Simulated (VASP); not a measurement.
A run of VASP 6.6.1 is set up as follows.

File INCAR:

```
PREC     = Accurate       # precision mode
ENCUT    = 520            # plane-wave cutoff, eV
EDIFF    = 1E-8           # SCF threshold, eV
ISMEAR   = -1             # smearing method
SIGMA    = 0.05           # smearing width, eV
LREAL    = False          # projectors in reciprocal space
LASPH    = True           # aspherical terms in the spheres
NELM     = 100            # most SCF steps
ALGO     = Normal         # electronic algorithm
ISIF     = 2              # what is computed and relaxed
LWAVE    = False          # write WAVECAR
LCHARG   = False          # write CHGCAR
GGA      = PE             # functional
LEFG     = True         
NBANDS   = 10             # bands
```

Contents of KPOINTS:

```
regular mesh
0
Gamma
  15 15 15
```

POSCAR

```
Ir
1.0
    0.0000000000      1.9197000000      1.9197000000
    1.9197000000      0.0000000000      1.9197000000
    1.9197000000      1.9197000000      0.0000000000
Ir
1
Direct
    0.0000000000      0.0000000000      0.0000000000
```

Potentials or basis: VASP PAW PBE potentials, release 64 (Ir).

Run with:

```bash
$ cat potpaw_PBE.64/Ir/POTCAR > POTCAR
$ mpirun -np 1 vasp_std > vasp.out
```

What does it give for the pressure?

9.5 GPa.

Caveat: without QUAD_EFG the Cq values of the log hold for a quadrupole moment of 1 mb, not for the nuclei.
